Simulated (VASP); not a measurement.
Set up this calculation in VASP 6.6.1, as the native input.

```
Task                   : single point
Functional             : PBE
Potentials or basis    : VASP PAW PBE potentials, release 64 (H)
Cutoff                 : 520 eV
k mesh                 : 6 × 6 × 6
Occupations            : gaussian, width 0.05 eV
Spin                   : collinear spin, ferromagnetic start
Starting moments       : [1.05, 1.05] μB
Dipole correction      : no
Further INCAR settings : ALGO = Normal; EDIFF = 1e-06; NBANDS = 12
```

The structure of H lies in POSCAR:

```
H
1.0
    5.3767766079      0.0000000000      0.0000000000
   -2.6883883039      4.6564251329      0.0000000000
    0.0000000000      0.0000000000      4.0388938881
H
2
Direct
    0.3333333333      0.6666666667      0.2500000000
    0.6666666667      0.3333333333      0.7500000000
```

This cell differs from its parent crystal: volume 50.560 Å^3 an atom, c/a of the conventional cell 0.7512.

One way to write it, as run:

INCAR

```
ALGO     = Normal         # electronic algorithm
EDIFF    = 1E-6           # SCF threshold, eV
ENCUT    = 520            # plane-wave cutoff, eV
GGA      = PE             # functional
ISIF     = 2              # what is computed and relaxed
ISMEAR   = 0              # smearing method
ISPIN    = 2              # spin polarisation
LASPH    = T              # aspherical terms in the spheres
LCHARG   = T              # write CHGCAR
LELF     = T              # ELF
LORBIT   = 11             # projections on sites
LREAL    = F              # projectors in reciprocal space
LVHAR    = T            
LWAVE    = F              # write WAVECAR
MAGMOM   = 1.05 1.05      # initial moments
NBANDS   = 12             # bands
NELM     = 150            # most SCF steps
PREC     = Accurate       # precision mode
SIGMA    = 0.05           # smearing width, eV
```

KPOINTS

```
k-points
0
Gamma
  6 6 6
```

Potentials or basis: VASP PAW PBE potentials, release 64 (H).

Run with:

```console
$ cat potpaw_PBE.64/H/POTCAR > POTCAR
$ mpirun -np 1 vasp_std > vasp.out
```

It gave:

```yaml
Pressure: 0.0 GPa
Band_gap_on_the_k_mesh: 6.70 eV, indirect (least direct gap 7.25 eV)
Net_moment: 2.00 μB per cell
Site_moments: H +0.38 μB
Valence_electrons_inside_the_program's_atomic_spheres: H 0.38
```

It took 28 s on 1 thread of Intel(R) Xeon(R) 6975P-C (Granite Rapids) (shared host), peak memory 0.25 GiB.
